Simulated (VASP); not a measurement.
# PbO2: single point with RPBE

The system is PbO2.

```
Pb O
1.0
     0.00000    2.73183    2.73183
     2.73183    0.00000    2.73183
     2.73183    2.73183    0.00000
Pb O
1 2
Direct
  0.00000 0.00000 0.00000
  0.75000 0.75000 0.75000
  0.25000 0.25000 0.25000
```

- Program: VASP 6.6.1
- Task: single point
- Functional: RPBE
- Potentials or basis: VASP PAW PBE potentials, release 64 (Pb_d, O)
- Cutoff: 520 eV
- k mesh: 9 × 9 × 9
- Occupations: fermi-dirac, width 0.05 eV
- Spin: no spin polarisation

```json
{"Pressure": "0.1 GPa", "Band gap on the k mesh": "zero (bands 13 and 14 overlap by 1.08 eV)"}
```

Levels at points of the mesh, in eV from the Fermi level:
```
           k point  band 11  band 12  band 13  band 14  band 15  band 16
(0.00, 0.00, 0.00)    -1.90    -1.13    -1.13    -1.13     7.01     7.01
```

Run time: 55 s on 1 thread of Intel Xeon 8259CL (shared host), peak memory 0.18 GiB.

Caveat: the PAW data sets were made with another functional, which shifts forces and pressure a little; spin-orbit coupling is left out, which moves the levels of the heavy elements.
